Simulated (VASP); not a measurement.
Write the native input for VASP 6.6.1 that does the following.

```yaml
Task: single point
Functional: PBE
Potentials_or_basis: VASP PAW PBE potentials, release 64 (Li_sv)
Cutoff: 520 eV
k_mesh: 2 × 2 × 2
Occupations: fermi-dirac, width 0.16 eV
Spin: no spin polarisation
Dipole_correction: no
Further_INCAR_settings: LREAL = Auto; ALGO = Normal; EDIFF = 1e-06; NBANDS = 38
```

The structure of Li lies in POSCAR:

```
Li
1.0
    7.0944470000      0.0000000000      0.0000000000
    0.0000000000      7.0944470000      0.0000000000
    0.0000000000      0.0000000000      7.0944470000
Li
16
Direct
   -0.1079012924     -0.1103539148     -0.0294314694
    0.5320781169      0.0834314500      0.0233562954
   -0.0523648989      0.4682394555      0.0252310011
   -0.0160407147     -0.0158574728      0.5765354227
    0.1775473127      0.1506671345      0.2572434469
    0.4793890207      0.4886215938      0.0158574728
    0.4649129101      0.0208331953      0.5351086561
    0.7719699647      0.2398777523      0.2735801677
    0.0457399992      0.5035064749      0.5073827460
    0.3070852457      0.7885040229      0.2532121249
    0.1983664125      0.2905089008      0.7807514807
    0.4353686764      0.4326200478      0.4672527683
    0.8043333046      0.7118666191      0.2913546327
    0.6775862869      0.3455942373      0.6612072794
    0.2725793850      0.7641469448      0.8561343823
    0.6911743791      0.7080608256      0.7266810225
```

These files were run (other wordings do the same):

INCAR

```
SYSTEM = Li
ALGO = Normal
EDIFF = 1E-6
ENCUT = 520
GGA = PE
ISIF = 2
ISMEAR = -1
LASPH = .TRUE.
LCHARG = .FALSE.
LREAL = Auto
LWAVE = .FALSE.
NBANDS = 38
NELM = 60
PREC = Accurate
SIGMA = 0.16
```

KPOINTS

```
k-points
0
G
  2 2 2
  0 0 0
```

Potentials or basis: VASP PAW PBE potentials, release 64 (Li_sv).

Run with:

```console
$ cat potpaw_PBE.64/Li_sv/POTCAR > POTCAR
$ mpirun -np 1 vasp_std > vasp.out
```

Results of the run:

```
Largest force          : 1.172 eV/Å
Band gap on the k mesh : zero (bands 24 and 25 overlap by 0.70 eV)
```

Caveat: the k points lie up to 0.44 Å⁻¹ apart, too coarse for converged energies and pressures of a metal; forces of over 1 eV/Å act on the atoms, so gaps and moduli don't describe the material at rest.

Wall time 92 s on 1 thread of Intel(R) Xeon(R) Platinum 8488C (Sapphire Rapids) (shared host), peak memory 0.37 GiB.
